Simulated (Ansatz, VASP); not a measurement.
# ZnPtC6N6: VASP beside Ansatz

```xyz
14
Lattice="0.0000 5.0945 5.0945 5.0945 0.0000 5.0945 5.0945 5.0945 0.0000" Properties=species:S:1:pos:R:3 pbc="T T T"
Zn    0.0000    0.0000    0.0000
Pt    5.0945    5.0945    5.0945
C     1.9170    5.0945    5.0945
C     5.0945    1.9170    5.0945
C     5.0945    5.0945    1.9170
C     8.2720    5.0945    5.0945
C     5.0945    8.2720    5.0945
C     5.0945    5.0945    8.2720
N     3.0870    5.0945    5.0945
N     5.0945    3.0870    5.0945
N     5.0945    5.0945    3.0870
N     7.1020    5.0945    5.0945
N     5.0945    7.1020    5.0945
N     5.0945    5.0945    7.1020
```

Alike in both runs: task relaxation of cell and atoms; functional PBE; k mesh 4 × 4 × 4; occupations gaussian, width 0.1 eV; no spin polarisation.

|  | VASP | Ansatz |
| --- | --- | --- |
| version | VASP 6.6.1 | Ansatz 0.2.0 |
| potentials or method | VASP PAW PBE potentials, release 64 (Zn, Pt, C, N), cutoff 600 eV | scalar-relativistic, plane waves, PAW |
| valence electrons in the cell | 76 | 84 |

VASP gave:

| Property | Result |
| --- | --- |
| gap on the k mesh at the Fermi level, each at its own relaxed structure (eV) | 2.78 |
| relaxed volume (Å³/atom) | 22.15 |
| relaxed cell length with the largest relative difference (Å) | 7.597 |

Estimate Ansatz's values.

gap on the k mesh at the Fermi level, each at its own relaxed structure (eV): 2.78; relaxed volume (Å³/atom): 22.17; relaxed cell length with the largest relative difference (Å): 7.600.

VASP's potentials hold 76 valence electrons a cell and Ansatz's 84, so a difference there can come from the potentials and not from the codes.

Neither program's run includes spin-orbit coupling. Noted on VASP's run: the standard files for N, O and F lose accuracy on very short bonds; the volume moved by over 15 % at a fixed basis, so the end points are rough.
